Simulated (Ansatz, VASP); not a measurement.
## Two plane-wave programs on MnSb

The input INCAR:

```
SYSTEM = MnSb
PREC = Accurate
ENCUT = 520
EDIFF = 1E-6
ISMEAR = -1
SIGMA = 0.08
LREAL = .FALSE.
LASPH = .TRUE.
NELM = 100
ALGO = Normal
ISIF = 2
LWAVE = .FALSE.
LCHARG = .FALSE.
GGA = PE
NBANDS = 16
```

KPOINTS

```
Automatic mesh
0
G
  12 12 12
  0 0 0
```

File POSCAR:

```
MnSb
1.0
    0.0000000000      2.6161074795      2.6161074795
    2.6161074795      0.0000000000      2.6161074795
    2.6161074795      2.6161074795      0.0000000000
Mn Sb
1 1
Direct
    0.0000000000      0.0000000000      0.0000000000
    0.5000000000      0.5000000000      0.5000000000
```

Input for Ansatz:

```yaml
crystal:
  lattice:
    - [0.0, 2.6161074795, 2.6161074795]
    - [2.6161074795, 0.0, 2.6161074795]
    - [2.6161074795, 2.6161074795, 0.0]
  atoms:
    - { symbol: Mn, position: [0.0, 0.0, 0.0] }
    - { symbol: Sb, position: [0.5, 0.5, 0.5] }
kpoints:
  mp_grid: { grid: [12, 12, 12] }
scf:
  occupations: { method: fermi_dirac, width: 0.08 }
hamiltonian:
  xc: pbe
  pseudopotentials: { kind: paw }
output:
  forces: true
  stress: true
  eigenvalues: true
```

Change from the starting cell: volume scaled by 0.82, no spin polarisation, PAW files.

Alike in both runs: task single point; functional PBE; k mesh 12 × 12 × 12; occupations fermi-dirac, width 0.08 eV; no spin polarisation.

|  | VASP | Ansatz |
| --- | --- | --- |
| version | VASP 6.6.1 | Ansatz 0.2.0 |
| potentials or method | VASP PAW PBE potentials, release 64 (Mn_pv, Sb) | PAW with Ansatz's default frozen-core files, scalar-relativistic |
| plane-wave cutoff (eV) | 520 | 420 |
| valence electrons in the cell | 18 | 30 |

Ansatz gave:

```
pressure (GPa) : 1.2
```

Which values does VASP return?

Pressure (GPa): 1.0.

The functional is the same, so the differences come from potentials, cutoffs and numerics. VASP's potentials hold 18 valence electrons a cell and Ansatz's 30, so a difference there can come from the potentials and not from the codes.

Neither program's run includes spin-orbit coupling.
